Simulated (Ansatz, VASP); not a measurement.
## Al in VASP and in Ansatz

```
Al
1.0
     2.81246    0.00000    0.00000
    -1.40623    2.43566    0.00000
     0.00000    0.00000    4.86685
Al
2
Direct
  0.55285 0.42571 0.75000
  0.33333 0.66667 0.25000
```

Alike in both runs: task single point; functional PBEsol; k mesh 18 × 18 × 10; occupations gaussian, width 0.15 eV; no spin polarisation.

|  | VASP | Ansatz |
| --- | --- | --- |
| version | VASP 6.6.1 | Ansatz 0.2.0 |
| potentials or method | VASP PAW PBE potentials, release 64 (Al), cutoff 520 eV | scalar-relativistic, plane waves, PAW |
| valence electrons in the cell | 6 | 6 |

VASP gave:

- gap on the k mesh at the Fermi level (eV): none
- pressure (GPa): 0.8
- traceless stress, the component that is largest in VASP (GPa): 1.86
- rms of the force components (eV/Å): 0.301

Problem. What did Ansatz give for the same quantities?

Solution. gap on the k mesh at the Fermi level (eV): none; pressure (GPa): 0.8; traceless stress, the component that is largest in VASP (GPa): 1.86; rms of the force components (eV/Å): 0.299.

VASP's potentials were made for PBE, not for PBEsol. Atom by atom the forces differ by 0.002 eV/Å (rms over components). A gap of «none» marks a metal or a gap that the smearing closes.
